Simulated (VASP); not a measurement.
Input of a VASP 6.6.1 run:

Contents of INCAR:

```
PREC = Accurate
ENCUT = 600
EDIFF = 1E-7
ISMEAR = -1
SIGMA = 0.05
LREAL = False
LASPH = True
NELM = 60
ALGO = Normal
ISIF = 3
LWAVE = False
LCHARG = False
GGA = CA
IBRION = 2
NSW = 32
EDIFFG = -0.005
PSTRESS = 1200.0
```

Contents of KPOINTS:

```
Automatic mesh
0
Gamma
  16 16 16
```

The input POSCAR:

```
Mo
1.0
    2.3112862624      0.0000000000      0.0000000000
    0.0000000000      2.3112862624      0.0000000000
    0.0000000000      0.0000000000      2.3112862624
Mo
1
Direct
    0.0000000000      0.0000000000      0.0000000000
```

Potentials or basis: VASP PAW LDA potentials, release 64 (Mo_sv).

Launch:

```bash
$ cat potpaw_LDA.64/Mo_sv/POTCAR > POTCAR
$ mpirun -np 1 vasp_std > vasp.out
```

Question: What does it give for the space group after relaxing (to 0.05 Å)?

Answer: Pm-3m (No. 221).

Question: Predict the band gap on the k mesh.

Answer: Zero (band 7 reaches 18.41 eV, above the bottom of band 8 at 15.26 eV).

Question: Predict the relaxed volume.

Answer: 12.41 Å³/atom.

Question: What does it give for the relaxed cell?

Answer: a = 2.315 Å, b = 2.315 Å, c = 2.315 Å, α = 90.00°, β = 90.00°, γ = 90.00°.

The path:
```tsv
step	energy change (eV)	largest force (eV/Å)	pressure (GPa)	volume (Å³)
1	0.0000	0.0000	123.32	12.35
2	-0.3225	0.0000	100.37	12.81
3	-0.0485	0.0000	119.96	12.41
```

Caveat: the cell is relaxed towards a set pressure, so the enthalpy falls and the energy may rise.
